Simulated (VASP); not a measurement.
Os: relaxation of cell and atoms with PBE

Os:

```xyz
2
Lattice="2.7509 0.0000 0.0000 -1.3754 2.3823 0.0000 0.0000 0.0000 4.3547" Properties=species:S:1:pos:R:3 pbc="T T T"
Os    0.0000    1.5882    1.0887
Os    1.3754    0.7941    3.2660
```

```yaml
Program: VASP 6.6.1
Task: relaxation of cell and atoms
Functional: PBE
Potentials_or_basis: VASP PAW PBE potentials, release 64 (Os)
Cutoff: 600 eV
k_mesh: 18 × 18 × 10
Occupations: gaussian, width 0.1 eV
Spin: no spin polarisation
Dipole_correction: no
Further_INCAR_settings: ALGO = Normal; EDIFF = 1e-06; IBRION = 2; EDIFFG = -0.005; NSW = 100; ISIF = 3
```

* Relaxed volume: 14.27 Å³/atom
* Relaxed cell: a = 2.753 Å, b = 2.753 Å, c = 4.350 Å, α = 90.00°, β = 90.00°, γ = 120.00°
* Space group after relaxing (to 0.05 Å): P6_3/mmc (No. 194)
* Energy gained by relaxing: 0.1 meV/atom
* Ionic steps: 5
* Pressure after relaxing: 0.0 GPa
* Band gap on the k mesh: zero (band 8 reaches 11.13 eV, above the bottom of band 9 at 7.32 eV)

The path:
```
step  energy change (eV)  largest force (eV/Å)  pressure (GPa)  volume (Å³)
   1              0.0000                0.0000            0.17        28.54
   2              0.0002                0.0000           -0.63        28.60
   3             -0.0001                0.0000           -0.11        28.56
   4             -0.0001                0.0000            0.34        28.53
   5             -0.0001                0.0000            0.03        28.55
```

Final structure:
```
Os
1.0
     2.75286    0.00000    0.00000
    -1.37643    2.38405    0.00000
     0.00000    0.00000    4.35011
Os
2
Direct
  0.33333 0.66667 0.25000
  0.66667 0.33333 0.75000
```

Levels at points of the mesh, in eV from the Fermi level:
```tsv
k point	band 6	band 7	band 8	band 9	band 10	band 11
(0.00, 0.00, 0.00)	-2.15	-2.15	-1.52	-1.52	0.02	1.63
(0.50, 0.00, 0.00)	-2.51	-1.84	1.96	2.50	2.62	4.28
(0.00, 0.00, 0.50)	-3.16	-3.16	-3.16	0.86	0.86	0.86
(0.50, 0.00, 0.50)	-1.17	-0.16	-0.16	2.29	2.29	3.21
```

Wall time 120 s on 1 thread of Intel Xeon 6975P-C, on a shared host, peak memory 0.23 GiB.

Caveat: spin-orbit coupling is left out, which moves the levels of the heavy elements.
